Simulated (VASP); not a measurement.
# CsRe: single point with PBE

CsRe:

```xyz
2
Lattice="3.6894 0.0000 0.0000 -1.8447 3.1951 0.0000 0.0000 0.0000 5.6314" Properties=species:S:1:pos:R:3 pbc="T T T"
Cs   -0.0223    0.0567    2.7845
Re    0.0075    0.0510    0.0012
```

```yaml
Program: VASP 6.6.1
Task: single point
Functional: PBE
Potentials_or_basis: VASP PAW PBE potentials, release 64 (Cs_sv, Re)
Cutoff: 520 eV
k_mesh: 6 × 6 × 4
Occupations: gaussian, width 0.05 eV
Spin: no spin polarisation
Dipole_correction: no
Further_INCAR_settings: ALGO = Normal; EDIFF = 1e-07; NBANDS = 15
```

```
Pressure               : -7.0 GPa
Largest force          : 0.274 eV/Å
Band gap on the k mesh : zero (bands 8 and 9 overlap by 0.82 eV)
```

Forces on the atoms (eV/Å):
```
Cs  -0.155  0.030  0.224
Re   0.155 -0.030 -0.224
```

Stress tensor (GPa, compression positive):
```
-12.71   0.00  -0.01
  0.00 -12.72   0.00
 -0.01   0.00   4.38
```

Levels at points of the mesh, in eV from the Fermi level:
| k point | band 6 | band 7 | band 8 | band 9 | band 10 | band 11 |
| --- | --- | --- | --- | --- | --- | --- |
| (0.00, 0.00, 0.00) | -1.33 | -0.15 | -0.15 | -0.02 | -0.02 | 2.03 |
| (0.50, 0.00, 0.00) | -1.82 | -1.12 | -0.36 | 1.26 | 1.67 | 1.92 |
| (0.00, 0.50, 0.00) | -1.82 | -1.12 | -0.36 | 1.26 | 1.68 | 1.92 |
| (0.50, 0.50, 0.00) | -1.82 | -1.12 | -0.36 | 1.26 | 1.67 | 1.92 |
| (0.00, 0.00, 0.50) | -0.12 | -0.12 | 0.45 | 0.46 | 0.83 | 2.03 |
| (0.50, 0.00, 0.50) | -0.68 | -0.12 | 0.23 | 1.26 | 1.44 | 1.55 |
| (0.00, 0.50, 0.50) | -0.68 | -0.11 | 0.22 | 1.26 | 1.44 | 1.55 |
| (0.50, 0.50, 0.50) | -0.69 | -0.12 | 0.23 | 1.26 | 1.44 | 1.55 |

Run time: 2.3 min on 1 thread of Oxide Virtual Turin-like Processor, with other jobs on the host, peak memory 0.19 GiB.

Caveat: the stress differs along the axes, from -13 to 4 GPa; spin-orbit coupling is left out, which moves the levels of the heavy elements.
